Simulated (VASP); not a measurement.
A run of VASP 6.6.1:

File POSCAR:

```
ZnS
1.0
    3.7878745304     -0.1228055473      0.0122827052
   -2.0002899889      3.6277917090      0.0533410063
    0.0402028073      0.2248122144     13.0107018198
Zn S
4 4
Direct
    0.0030869666     -0.0286512308     -0.0101227600
    0.0042892348      0.0150327629      0.5040227113
    0.3289044621      0.6531664553      0.2557905345
    0.6659965317      0.3456648919      0.7498323389
   -0.0120513127     -0.0052483856      0.1879700408
    0.0048835746      0.0089438149      0.6851043936
    0.3361247433      0.6772598185      0.4340185469
    0.6687657995      0.3338318729      0.9433841940
```

The input INCAR.step1:

```
SYSTEM = ZnS
PREC = Accurate ; ENCUT = 520
ISMEAR = 0 ; SIGMA = 0.05
LREAL = .FALSE. ; LASPH = .TRUE.
NELM = 100 ; NBANDS = 46
GGA = PE ; ALGO = Normal
EDIFF = 1E-4 ; LWAVE = .TRUE.
LCHARG = .FALSE.
```

Contents of INCAR.step2:

```
SYSTEM = ZnS
PREC = Accurate ; ENCUT = 520
EDIFF = 1E-6 ; ISMEAR = 0
SIGMA = 0.05 ; LREAL = .FALSE.
LASPH = .TRUE. ; NELM = 100
ALGO = Normal ; ISIF = 2
LWAVE = .FALSE. ; LCHARG = .FALSE.
METAGGA = R2SCAN ; LMIXTAU = .TRUE.
NBANDS = 46 ; ISTART = 1
```

Contents of KPOINTS:

```
regular mesh
0
G
  6 6 2
  0 0 0
```

Potentials or basis: VASP PAW PBE potentials, release 64 (Zn, S).

Run with:

```bash
$ cat potpaw_PBE.64/Zn/POTCAR potpaw_PBE.64/S/POTCAR > POTCAR
$ cp INCAR.step1 INCAR
$ mpirun -np 1 vasp_std > vasp.out
$ cp INCAR.step2 INCAR
$ mpirun -np 1 vasp_std > vasp.out
```

Hardware: 1 thread of AMD EPYC 9R45 96-Core Processor (Zen 5), with other jobs on the host.

Q: Estimate the wall time of this run.

A: Run time: 14 min on 1 thread of AMD EPYC 9R45 96-Core Processor (Zen 5) (shared host), peak memory 0.43 GiB. Counts: k points 40.
